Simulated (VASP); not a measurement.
A run of VASP 6.6.1 is set up as follows.

INCAR

```
SYSTEM = Cd
PREC = Accurate
ENCUT = 600
EDIFF = 1E-7
ISMEAR = -1
SIGMA = 0.08
LREAL = .False.
LASPH = .True.
NELM = 100
ALGO = Normal
ISIF = 3
LWAVE = .False.
LCHARG = .False.
GGA = CA
IBRION = 2
NSW = 60
EDIFFG = -0.005
PSTRESS = 75.0
```

Contents of KPOINTS:

```
Automatic mesh
0
Gamma
  16 16 16
  0 0 0
```

POSCAR

```
Cd
1.0
    0.0000000000      2.0918989404      2.0918989404
    2.0918989404      0.0000000000      2.0918989404
    2.0918989404      2.0918989404      0.0000000000
Cd
1
Direct
    0.0000000000      0.0000000000      0.0000000000
```

Potentials or basis: VASP PAW LDA potentials, release 64 (Cd).

Run with:

```sh
$ cat potpaw_LDA.64/Cd/POTCAR > POTCAR
$ mpirun -np 1 vasp_std > vasp.out
```

(1) What does it give for the band gap on the k mesh?

(2) Predict the space group after relaxing (to 0.05 Å).

(3) What does it give for the relaxed volume?

## Answers

(1) zero (band 6 reaches 6.15 eV, above the bottom of band 7 at 2.92 eV).

(2) Fm-3m (No. 225).

(3) 18.45 Å³/atom.

Caveat: the cell is relaxed towards a set pressure, so the enthalpy falls and the energy may rise.
